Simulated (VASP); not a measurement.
A run of VASP 6.6.1:

The input INCAR:

```
ALGO = Normal
EDIFF = 1E-6
ENCUT = 590
GGA = PS
GGA_COMPAT = F
ISIF = 2
ISMEAR = 0
ISPIN = 2
LASPH = T
LCHARG = T
LELF = T
LMAXMIX = 4
LORBIT = 11
LREAL = F
LVHAR = T
LWAVE = F
MAGMOM = 2 2 2 2
NBANDS = 48
NELM = 200
PREC = Accurate
SIGMA = 0.1
```

The input KPOINTS:

```
k-points
0
Gamma
  6 6 4
```

File POSCAR:

```
Ni
1.0
    3.1134122001      0.0000000000      0.0000000000
   -1.5567061001      2.6962940578      0.0000000000
    0.0000000000      0.0000000000      5.1371301302
Ni
4
Direct
    0.3333333333      0.6666666667      0.4375000000
    0.6666666667      0.3333333333      0.9375000000
    0.6666666667      0.3333333333      0.5625000000
    0.3333333333      0.6666666667      0.0625000000
```

Potentials or basis: VASP PAW PBE potentials, release 64 (Ni_sv_GW).

Launch:

```console
$ cat potpaw_PBE.64/Ni_sv_GW/POTCAR > POTCAR
$ mpirun -np 1 vasp_std > vasp.out
```

Hardware: 1 thread of AMD EPYC 9R45 96-Core Processor (Zen 5) (shared host).

Task: How long does it take, and how much memory?

Result: Run time: 100 s on 1 thread of AMD EPYC 9R45 96-Core Processor (Zen 5), with other jobs on the host, peak memory 0.22 GiB. Counts: scf iterations 14, k points 21.
